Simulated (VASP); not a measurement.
# AlN (F-43m) in VASP: dielectric tensor with PBEsol

Aim: the dielectric tensor of AlN with PBEsol.

Program: VASP 6.6.1. These are calculated values, not measurements. Logs are shortened: lines on timing, memory, paths and dates and some standing lists are left out, and cuts for length are marked.

## 1. The cell of the first run

It takes space group F-43m (No. 216, cubic). The conventional cell has a = 4.368 Å, b = 4.368 Å, c = 4.368 Å, α = 90.00°, β = 90.00°, γ = 90.00°. Within 2.5 Å of Al (site symmetry -43m) lie 4 N at 1.89 Å. N (site symmetry -43m) has 4 Al at 1.89 Å within 2.5 Å.

## 2. Dielectric tensor, PBEsol

The input, INCAR:

```
SYSTEM = AlN
  PREC = Accurate
  ENCUT = 520
  EDIFF = 1E-8
  ISMEAR = 0
  SIGMA = 0.01
  LREAL = .FALSE.
  LASPH = .TRUE.
  NELM = 60
  ALGO = Normal
  ISIF = 2
  LWAVE = .FALSE.
  LCHARG = .FALSE.
  GGA = PS
  LEPSILON = .TRUE.
```

The input, KPOINTS:

```
regular mesh
0
G
  8 8 8
  0 0 0
```

The input, POSCAR:

```
AlN
1.0
    3.0886330000      0.0000000000      0.0000000000
    1.5443165000      2.6748346410      0.0000000000
    1.5443165000      0.8916115470      2.5218582842
Al N
1 1
Direct
    0.0000000000      0.0000000000      0.0000000000
    0.7500000000      0.7500000000      0.7500000000
```

Potentials or basis: VASP PAW PBE potentials, release 64 (Al, N).

On the command line:

```
> cat potpaw_PBE.64/Al/POTCAR potpaw_PBE.64/N/POTCAR > POTCAR
> mpirun -np 1 vasp_std > vasp.out
```

OUTCAR:

```text
SYSTEM = AlN
   PREC = Accurate
   ENCUT = 520
   EDIFF = 1E-8
   ISMEAR = 0
   LREAL = .FALSE.
   LASPH = .TRUE.
   NELM = 60
   ISIF = 2
   GGA = PS
   LEPSILON = .TRUE.

 ion  position               nearest neighbor table
   1  0.000  0.000  0.000-   2 1.89   2 1.89   2 1.89   2 1.89
   2  0.750  0.750  0.750-   1 1.89   1 1.89   1 1.89   1 1.89

  LATTYP: Found a face centered cubic cell.
 ALAT       =     4.3679866778

  Lattice vectors:

 A1 = (   3.0886330000,   0.0000000000,   0.0000000000)
 A2 = (   1.5443165000,   2.6748346410,   0.0000000000)
 A3 = (   1.5443165000,   0.8916115470,   2.5218582842)

Analysis of symmetry for initial positions (statically):
=====================================================================
 Subroutine PRICEL returns:
 Original cell was already a primitive cell.

 Routine SETGRP: Setting up the symmetry group for a
 face centered cubic supercell.

 Subroutine GETGRP returns: Found 24 space group operations
 (whereof 24 operations were pure point group operations)
 out of a pool of 48 trial point group operations.

The static configuration has the point symmetry T_d .

Analysis of symmetry for dynamics (positions and initial velocities):
=====================================================================
 Subroutine PRICEL returns:
 Original cell was already a primitive cell.

 Routine SETGRP: Setting up the symmetry group for a
 face centered cubic supercell.

 Subroutine GETGRP returns: Found 24 space group operations
 (whereof 24 operations were pure point group operations)
 out of a pool of 48 trial point group operations.

The dynamic configuration has the point symmetry T_d .

 Subroutine INISYM returns: Found 24 space group operations
 (whereof 24 operations are pure point group operations),
 and found     1 'primitive' translations

----------------------------------------------------------------------------------------

                                     Primitive cell

  volume of cell :      20.8345

  direct lattice vectors                    reciprocal lattice vectors
     3.088633000  0.000000000  0.000000000     0.323767829 -0.186927443 -0.132177663
     1.544316500  2.674834641  0.000000000     0.000000000  0.373854886 -0.132177663
     1.544316500  0.891611547  2.521858284     0.000000000  0.000000000  0.396532988

  length of vectors
     3.088633000  3.088633000  3.088633000     0.396532988  0.396532988  0.396532988

  position of ions in fractional coordinates (direct lattice)
     0.000000000  0.000000000  0.000000000
     0.750000000  0.750000000  0.750000000

  ion indices of the primitive-cell ions
   primitive index   ion index
                 1           1
                 2           2

----------------------------------------------------------------------------------------

 KPOINTS: regular mesh

Automatic generation of k-mesh.
 Grid dimensions read from file:
 generate k-points for:    8    8    8

 Generating k-lattice:

  Cartesian coordinates                     Fractional coordinates (reciprocal lattice)
     0.040470979 -0.023365930 -0.016522208     0.125000000  0.000000000 -0.000000000
     0.000000000  0.046731861 -0.016522208     0.000000000  0.125000000  0.000000000
     0.000000000  0.000000000  0.049566623     0.000000000  0.000000000  0.125000000

  Length of vectors
     0.049566623  0.049566623  0.049566623

  Shift w.r.t. Gamma in fractional coordinates (k-lattice)
     0.000000000  0.000000000  0.000000000

 Subroutine IBZKPT returns following result:
 ===========================================

 Found     29 irreducible k-points:

 Following reciprocal coordinates:
            Coordinates               Weight
  0.000000  0.000000  0.000000      1.000000
  0.125000  0.000000  0.000000      8.000000
  0.250000  0.000000  0.000000      8.000000
  0.375000 -0.000000 -0.000000      8.000000
  0.500000  0.000000  0.000000      4.000000
  0.125000  0.125000 -0.000000      6.000000
[... 16 lines left out ...]
  0.500000  0.250000  0.125000     48.000000
 -0.375000  0.250000  0.125000     24.000000
 [... further k-points ...]
   k-points           NKPTS =     29   k-points in BZ     NKDIM =     29   number of bands    NBANDS=      8
   number of dos      NEDOS =    301   number of ions     NIONS =      2
   total plane-waves  NPLWV =  13824
   dimension x,y,z NGX =    24 NGY =   24 NGZ =   24
   dimension x,y,z NGXF=    48 NGYF=   48 NGZF=   48
   ions per type =               1   1
   NGX,Y,Z   is equivalent  to a cutoff of  12.92, 12.92, 12.92 a.u.
   NGXF,Y,Z  is equivalent  to a cutoff of  25.84, 25.84, 25.84 a.u.
 SYSTEM =  AlN
   PREC   = accura    normal or accurate (medium, high low for compatibility)
   ISTART =      0    job   : 0-new  1-cont  2-samecut
   ICHARG =      2    charge: 1-file 2-atom 10-const
   ISPIN  =      1    spin polarized calculation?
   LNONCOLLINEAR =      F non collinear calculations
   LSORBIT =      F    spin-orbit coupling
   LASPH  =      T    aspherical Exc in radial PAW
   ENCUT  =  520.0 eV  38.22 Ry    6.18 a.u.   5.74  5.74  5.74*2*pi/ulx,y,z
   NELM   =     60;   NELMIN=  2; NELMDL= -5     # of ELM steps
   EDIFF  = 0.1E-07   stopping-criterion for ELM
   LREAL  =      F    real-space projection
   EDIFFG = 0.1E-06   stopping-criterion for IOM
   NSW    =      0    number of steps for IOM
   IBRION =     -1    ionic relax: 0-MD 1-quasi-New 2-CG
   NFREE  =      0    steps in history (QN), initial steepest desc. (CG)
   ISIF   =      2    stress and relaxation
   ISYM   =      2    0-nonsym 1-usesym 2-fastsym
   POTIM  = 0.5000    time-step for ionic-motion
   TEBEG  =    0.0;   TEEND  =   0.0 temperature during run
   PSTRESS=    0.0 pullay stress
   NELECT =       8.0000    total number of electrons
   NUPDOWN=      -1.0000    fix difference up-down
   EMIN   =  10.00;   EMAX   =-10.00  energy-range for DOS
   EFERMI =   0.00;   METHOD = LEGACY
   ISMEAR =     0;   SIGMA  =   0.01  broadening in eV -4-tet -1-fermi 0-gaus
   EFERMI_NEDOS =   21; number of points for ismear=-14 and -15
   IALGO  =     38    algorithm
   IMIX   =      4    mixing-type and parameters
     AMIX     =   0.40;   BMIX     =  1.00
     AMIX_MAG =   1.60;   BMIX_MAG =  1.00
  volume/ion in A,a.u.               =      10.42        70.30
  Fermi-wavevector in a.u.,A,eV,Ry     =   1.189899  2.248584 19.263947  1.415860
  Thomas-Fermi vector in A             =   2.325996
   LORBIT       =      0    0 simple, 1 ext, 2 COOP (PROOUT), +10 PAW based schemes
   GGA     = PS    functional components
   LHFCALC =     F    Hartree Fock is set to
   AEXX    =    0.0000 exact exchange contribution
   IVDW    =     0    specifies the selected vdW correction
   LEPSILON=     T    determine dielectric tensor
   LRPA    =     F    only Hartree local field effects (RPA)
 non-spin polarized calculation
 Gauss-broadening in eV      SIGMA  =   0.01
  energy-cutoff  :      520.00
  volume of cell :       20.83
 maximum number of plane-waves:       568
   NGX = 11   NGY = 11   NGZ = 11

--------------------------------------- Ionic step        1  -------------------------------------------

 number of electron       8.0000000 magnetization

 E-fermi :   6.0020     XC(G=0): -11.1291

 val. band max:        5.8782443313   @ k =   0.0000   0.0000   0.0000
 cond. band min:       9.0650889015   @ k =   0.5000   0.5000  -0.0000
 fundamental gap:      3.1868445701
 Fermi energy:         6.0020140952

 k-point     1 :       0.0000    0.0000    0.0000
  band No.  band energies     occupation
      1      -9.0800      2.00000
      2       5.8782      2.00000
      3       5.8782      2.00000
      4       5.8782      2.00000
      5      10.0110      0.00000
      6      18.3470      0.00000
      7      18.3470      0.00000
      8      18.3470      0.00000
[... 243 lines left out ...]
 k-point    24 :      -0.3750    0.2500    0.1250
  band No.  band energies     occupation
      1      -6.6707      2.00000
      2       0.6850      2.00000
      3       3.6325      2.00000
      4       4.7493      2.00000
      5      12.8685      0.00000
      6      15.0336      0.00000
      7      17.9555      0.00000
      8      18.4691      0.00000

 [... further k-points ...]

  FORCE on cell =-STRESS in cart. coord.  units (eV):
  Direction    XX          YY          ZZ          XY          YZ          ZX
  --------------------------------------------------------------------------------------
  -------------------------------------------------------------------------------------
  Total        0.1741354      0.1741354      0.1741354      0.0000000      0.0000000     -0.0000000
  in kB       13.3910241     13.3910241     13.3910241      0.0000000      0.0000000     -0.0000000
  external PRESSURE =      13.3910241 kB  Pullay stress =       0.0000000 kB

 VOLUME and BASIS-vectors are now :
 -----------------------------------------------------------------------------
  energy-cutoff  :      520.00
  volume of cell :       20.83
      direct lattice vectors                 reciprocal lattice vectors
     3.088633000  0.000000000  0.000000000     0.323767829 -0.186927443 -0.132177663
     1.544316500  2.674834641  0.000000000     0.000000000  0.373854886 -0.132177663
     1.544316500  0.891611547  2.521858284     0.000000000  0.000000000  0.396532988

 POSITION                                       TOTAL-FORCE (eV/Angst)
 -----------------------------------------------------------------------------------
      0.00000      0.00000      0.00000         0.000000      0.000000      0.000000
      4.63295      2.67483      1.89139        -0.000000     -0.000000     -0.000000
 -----------------------------------------------------------------------------------
    total drift:                               -0.000000     -0.000000     -0.000000

  FREE ENERGIE OF THE ION-ELECTRON SYSTEM (eV)
  ---------------------------------------------------
  free  energy   TOTEN  =       -15.6106012077 eV

  energy  without entropy=      -15.6106012077  energy(sigma->0) =      -15.61060121

 HEAD OF MICROSCOPIC STATIC DIELECTRIC TENSOR (INDEPENDENT PARTICLE, excluding Hartree and local field effects)
 ------------------------------------------------------
           4.835639     0.000000     0.000000
           0.000000     4.835639     0.000000
           0.000000     0.000000     4.835639
 ------------------------------------------------------

 Free energy of the ion-electron system (eV)
  ---------------------------------------------------
  ---------------------------------------------------
  free energy    TOTEN  =        -0.22754677 eV

  energy without entropy =       -0.22754677

------------------------ aborting loop because EDIFF is reached ----------------------------------------

--------------------------------------- Ionic step        2  -------------------------------------------

------------------------ aborting loop because EDIFF is reached ----------------------------------------

--------------------------------------- Ionic step        3  -------------------------------------------

 Free energy of the ion-electron system (eV)
  ---------------------------------------------------
  ---------------------------------------------------
  free energy    TOTEN  =        -0.22754667 eV

  energy without entropy =       -0.22754667

------------------------ aborting loop because EDIFF is reached ----------------------------------------

 PIEZOELECTRIC TENSOR FIELD DIRECTION 3  (e Angst)
 -----------------------------------------------------------------------------
     0.46009  0.00000  0.00000           (  0.00164  0.00000  0.00000)
     0.00000  0.46009 -0.00000           (  0.00000  0.00164 -0.00000)
     0.00000 -0.00000 -0.92047           (  0.00000 -0.00000 -0.00329)

 PIEZOELECTRIC TENSOR FIELD DIRECTION 3  (C/m^2)
 -----------------------------------------------------------------------------
     0.35381  0.00000  0.00000
     0.00000  0.35381 -0.00000
     0.00000 -0.00000 -0.70784

 MACROSCOPIC STATIC DIELECTRIC TENSOR (including local field effects in DFT)
 ------------------------------------------------------
           4.644630     0.000000     0.000000
           0.000000     4.644630     0.000000
           0.000000     0.000000     4.644630
 ------------------------------------------------------

 PIEZOELECTRIC TENSOR (including local field effects)  for field in x, y, z        (e  Angst)
          XX          YY          ZZ          XY          YZ          ZX
  --------------------------------------------------------------------------------
  x     0.00000     0.00000    -0.00000     0.65057     0.00000     0.46003
  y     0.65057    -0.65057    -0.00000    -0.00000     0.46003     0.00000
  z     0.46003     0.46003    -0.92005     0.00000    -0.00000    -0.00000

 PIEZOELECTRIC TENSOR (including local field effects)  for field in x, y, z        (C/m^2)
          XX          YY          ZZ          XY          YZ          ZX
  --------------------------------------------------------------------------------
  x     0.00000     0.00000    -0.00000     0.50029     0.00000     0.35376
  y     0.50029    -0.50029    -0.00000    -0.00000     0.35376     0.00000
  z     0.35376     0.35376    -0.70752     0.00000    -0.00000    -0.00000

 BORN EFFECTIVE CHARGES (including local field effects) (in |e|, cummulative output)
 ---------------------------------------------------------------------------------
 ion    1
    1     2.53383     0.00000     0.00000
    2     0.00000     2.53383     0.00000
    3     0.00000     0.00000     2.53383
 ion    2
    1    -2.53383     0.00000    -0.00000
    2    -0.00000    -2.53383    -0.00000
    3    -0.00000    -0.00000    -2.53383
```

Wall time 70 s (1 thread of Intel Xeon 8259CL, shared host); peak memory 0.2 GiB.

What came out:

| Property | Result |
| --- | --- |
| Band gap on the k mesh | 3.19 eV (least direct gap 4.13 eV) |
| Electronic dielectric tensor (diagonal) | 4.64 |
| Born charges (mean of the diagonal) | Al +2.53; N -2.53 e |

Levels at points of the mesh, in eV from the valence-band top:
| k point | band 1 | band 2 | band 3 | band 4 | band 5 | band 6 | band 7 | band 8 |
| --- | --- | --- | --- | --- | --- | --- | --- | --- |
| (0.00, 0.00, 0.00) | -14.96 | 0.00 | 0.00 | 0.00 | 4.13 | 12.47 | 12.47 | 12.47 |
| (0.50, 0.00, 0.00) | -12.87 | -5.91 | -0.48 | -0.48 | 7.29 | 9.77 | 11.04 | 11.04 |
| (0.50, 0.50, 0.00) | -12.23 | -4.95 | -1.79 | -1.79 | 3.19 | 8.48 | 13.87 | 15.63 |

Electronic dielectric tensor:
```
4.64 0.00 0.00
0.00 4.64 0.00
0.00 0.00 4.64
```

Born effective charge tensors (e):
atom 1, Al
```
2.53 0.00 0.00
0.00 2.53 0.00
0.00 0.00 2.53
```
atom 2, N
```
-2.53  0.00  0.00
 0.00 -2.53  0.00
 0.00  0.00 -2.53
```

Caveat: the PAW data sets were made with another functional, which shifts forces and pressure a little. A k mesh can miss the band edges.
